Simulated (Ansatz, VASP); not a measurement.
## H4CO in VASP and in Ansatz

```
H O C
1.0
     7.58742    0.00000    0.00000
     0.00000    7.58742    0.00000
     0.00000    0.00000    7.58742
H O C
24 6 6
Cartesian
  4.5976 0.8643 2.0091
  4.6412 1.5161 1.6275
  1.3148 3.8066 5.0975
  1.3331 4.4645 4.7331
  2.2908 2.5061 2.6126
  1.7978 1.9508 2.7568
  5.5644 3.5552 2.3024
  5.1891 4.2060 2.4230
  4.6037 6.3267 3.6249
  3.9898 6.1295 3.2222
  1.5827 6.7785 3.6835
  1.7642 7.1320 4.3246
  5.1810 5.4997 6.7130
  4.2291 6.6478 7.8786
  7.0514 1.6382 3.8306
  6.7091 0.0242 2.9044
  -0.3015 2.3988 6.2683
  -1.0879 1.2603 7.5471
  0.5701 5.2185 2.0084
  1.0049 5.5926 0.2200
  4.0121 4.0590 4.5298
  4.1063 2.1668 4.5299
  2.9956 2.1519 7.6723
  2.1621 0.5034 8.0861
  6.2448 6.5294 8.1114
  6.2426 0.0965 4.8930
  -0.2213 2.9778 8.2269
  2.5273 5.0180 1.4525
  4.7309 3.1477 6.2060
  2.3397 1.0088 6.1240
  5.2071 6.2293 7.5494
  6.6755 0.5849 3.8685
  -0.5493 2.2100 7.3383
  1.3600 5.2736 1.2235
  4.2785 3.1235 5.0769
  2.5046 1.2246 7.3066
```

Alike in both runs: functional PBE; dispersion D3(BJ); k mesh 1 × 1 × 1; occupations fermi-dirac, width 0.02 eV; no spin polarisation.

Ansatz relaxed the structure, and its values are those at the end. VASP's run is a single point on that final structure, the one shown.

|  | VASP | Ansatz |
| --- | --- | --- |
| version | VASP 6.6.1 | Ansatz 0.2.0 |
| potentials or method | VASP PAW PBE potentials, release 64 (H, O, C), cutoff 520 eV | scalar-relativistic, plane waves, PAW |
| valence electrons in the cell | 84 | 84 |

Ansatz gave:

- gap on the k mesh at the Fermi level (eV): 3.05
- rms of the force components (eV/Å): 0.102

Task: What did VASP give for the same quantities?

Result: gap on the k mesh at the Fermi level (eV): 3.05; rms of the force components (eV/Å): 0.127.

One of these differences is far larger than is usual between the two programs; its cause wasn't traced.

Noted on VASP's run: the standard files for N, O and F lose accuracy on very short bonds.
